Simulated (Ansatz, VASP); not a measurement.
**AlNi in VASP and in Ansatz**

The input POSCAR:

```
AlNi
1.0
    1.9829139075     -1.9977407020      0.0000000000
    1.9829139075      1.9977407020      0.0000000000
    0.0000000000      0.0000000000      3.1701253172
Al Ni
1 1
Direct
    0.0000000000      0.0000000000      0.0000000000
    0.5000000000      0.5000000000      0.5000000000
```

INCAR.step1

```
SYSTEM = AlNi
ALGO     = Normal         ! electronic algorithm
EDIFF    = 1E-4           ! SCF threshold, eV
ENCUT    = 520            ! plane-wave cutoff, eV
GGA      = PE             ! functional
ISMEAR   = -1             ! smearing method
ISPIN    = 2              ! spin polarisation
LASPH    = .TRUE.         ! aspherical terms in the spheres
LCHARG   = .FALSE.        ! write CHGCAR
LMAXMIX  = 4              ! l up to which the mixer works
LREAL    = .FALSE.        ! projectors in reciprocal space
LWAVE    = .TRUE.         ! write WAVECAR
MAGMOM   = 0 1            ! initial moments
NBANDS   = 18             ! bands
NELM     = 150            ! most SCF steps
PREC     = Accurate       ! precision mode
SIGMA    = 0.1            ! smearing width, eV
```

Contents of INCAR.step2:

```
SYSTEM = AlNi
ALGO     = Normal         ! electronic algorithm
EDIFF    = 1E-7           ! SCF threshold, eV
ENCUT    = 520            ! plane-wave cutoff, eV
ISIF     = 2              ! what is computed and relaxed
ISMEAR   = -1             ! smearing method
ISPIN    = 2              ! spin polarisation
ISTART   = 1            
LASPH    = .TRUE.         ! aspherical terms in the spheres
LCHARG   = .TRUE.         ! write CHGCAR
LELF     = .TRUE.         ! ELF
LMAXMIX  = 4              ! l up to which the mixer works
LMIXTAU  = .TRUE.       
LORBIT   = 11             ! projections on sites
LREAL    = .FALSE.        ! projectors in reciprocal space
LVHAR    = .TRUE.       
LWAVE    = .FALSE.        ! write WAVECAR
MAGMOM   = 0 1            ! initial moments
METAGGA  = R2SCAN         ! meta-GGA
NBANDS   = 18             ! bands
NELM     = 150            ! most SCF steps
PREC     = Accurate       ! precision mode
SIGMA    = 0.1            ! smearing width, eV
```

KPOINTS

```
k-points
0
G
  10 10 9
  0 0 0
```

Input for Ansatz:

```yaml
crystal:
  lattice:
    - [1.9829139075201314, -1.997740701970673, 0.0]
    - [1.9829139075201314, 1.997740701970673, 0.0]
    - [0.0, 0.0, 3.170125317198938]
  atoms:
    - { symbol: Al, position: [0.0, 0.0, 0.0] }
    - { symbol: Ni, position: [0.5, 0.5, 0.5], spin: 1.0 }
basis:
  ecutwfc: 530.622031796766
kpoints:
  mp_grid:
    grid: [10, 10, 9]
hamiltonian:
  xc: r2scan
  pseudopotentials:
    kind: paw
magnetization:
  spin_polarized: true
scf:
  occupations:
    method: fermi_dirac
```

Alike in both runs: task single point; functional r2SCAN; k mesh 10 × 10 × 9; collinear spin.

|  | VASP | Ansatz |
| --- | --- | --- |
| version | VASP 6.6.1 | Ansatz 0.2.0 |
| potentials or method | VASP PAW PBE potentials, release 64 (Al, Ni), cutoff 520 eV | plane waves, PAW |
| occupations | fermi-dirac, width 0.1 eV | fermi-dirac |
| valence electrons in the cell | 13 | 21 |

```tsv
	VASP	Ansatz	Ansatz less VASP
net moment per atom (μB)	0.00	0.00	0.000
```

VASP's potentials were made for PBE, not for r2SCAN. VASP's potentials hold 13 valence electrons a cell and Ansatz's 21, so a difference there can come from the potentials and not from the codes. Ansatz's warnings: seeded moment not kept, stability check not made.
